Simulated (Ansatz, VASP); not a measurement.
# Two plane-wave programs on HfC

```
CELL_PARAMETERS angstrom
0.00000 2.32500 2.32500
2.32500 0.00000 2.32500
2.32500 2.32500 0.00000
ATOMIC_POSITIONS crystal
Hf 0.47849 0.52151 0.52151
C 0.00000 0.00000 0.00000
```

Alike in both runs: task single point; functional PBE; k mesh 11 × 11 × 11; no spin polarisation.

|  | VASP | Ansatz |
| --- | --- | --- |
| version | VASP 6.6.1 | Ansatz 0.2.0 |
| potentials or method | VASP PAW PBE potentials, release 64 (Hf_pv, C), cutoff 520 eV | plane waves, PAW |
| occupations | gaussian, width 0.1 eV | gaussian |
| valence electrons in the cell | 14 | 30 |

VASP gave:

| Item | Value |
| --- | --- |
| rms of the force components (eV/Å) | 0.421 |

**Question.** Which values does Ansatz return?

**Answer.** rms of the force components (eV/Å): 0.425.

Atom by atom the forces differ by 0.004 eV/Å (rms over components). VASP's potentials hold 14 valence electrons a cell and Ansatz's 30, so a difference there can come from the potentials and not from the codes.

Neither program's run includes spin-orbit coupling.
